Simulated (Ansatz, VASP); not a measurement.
# LiF in VASP and in Ansatz

```
Li F
1.0
     2.49487    0.00000    0.00000
     0.00000    2.51626    0.00000
     0.00000    0.00000    2.51626
Li F
1 1
Direct
  0.00000 0.00000 0.00000
  0.50000 0.50000 0.50000
```

Change from the starting cell: uniaxial_x strain -0.9%.

Alike in both runs: task single point; functional PBE; k mesh 10 × 10 × 10; occupations fermi-dirac, width 0.02 eV; no spin polarisation.

|  | VASP | Ansatz |
| --- | --- | --- |
| version | VASP 6.6.1 | Ansatz 0.2.0 |
| potentials or method | VASP PAW PBE potentials, release 64 (Li_sv, F) | plane waves, PAW |
| plane-wave cutoff (eV) | 520 | 420 |
| valence electrons in the cell | 10 | 10 |

Ansatz gave:

```
gap on the k mesh at the Fermi level (eV) : 7.97
```

Task: Which values does VASP return?

Result: gap on the k mesh at the Fermi level (eV): 7.98.

With one functional, cell and mesh, what is left measures potentials, basis and numerics.

Noted on VASP's run: the cutoff is short for stress, so the pressure is rough.
